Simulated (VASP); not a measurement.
Write the native input for VASP 6.6.1 that does the following.

- Task: single point
- Functional: PBE
- Potentials or basis: VASP PAW PBE potentials, release 64 (Sr_sv, Cl)
- Cutoff: 520 eV
- k mesh: 6 × 6 × 6
- Occupations: gaussian, width 0.01 eV
- Spin: no spin polarisation
- Dipole correction: no
- Further INCAR settings: ALGO = Normal; EDIFF = 1e-06; NBANDS = 19

The structure of SrCl2 lies in POSCAR:

```
SrCl2
1.0
    0.0000000000      3.4473729892      3.4473729892
    3.4473729892      0.0000000000      3.4473729892
    3.4473729892      3.4473729892      0.0000000000
Sr Cl
1 2
Direct
    0.0000000000      0.0000000000      0.0000000000
    0.2500000000      0.2500000000      0.2500000000
    0.7500000000      0.7500000000      0.7500000000
```

These files were run (other wordings do the same):

INCAR

```
ALGO = Normal
EDIFF = 1E-6
ENCUT = 520
GGA = PE
ISIF = 2
ISMEAR = 0
LASPH = T
LCHARG = F
LREAL = F
LWAVE = F
NBANDS = 19
NELM = 80
PREC = Accurate
SIGMA = 0.01
```

KPOINTS

```
k-points
0
Gamma
  6 6 6
```

Potentials or basis: VASP PAW PBE potentials, release 64 (Sr_sv, Cl).

Run with:

```sh
$ cat potpaw_PBE.64/Sr_sv/POTCAR potpaw_PBE.64/Cl/POTCAR > POTCAR
$ mpirun -np 1 vasp_std > vasp.out
```

It gave:

```json
{
  "Pressure": "2.5 GPa",
  "Band gap on the k mesh": "5.48 eV (least direct gap 5.49 eV)"
}
```

Run time: 42 s on 1 thread of Intel Xeon 8259CL, on a shared host, peak memory 0.21 GiB.
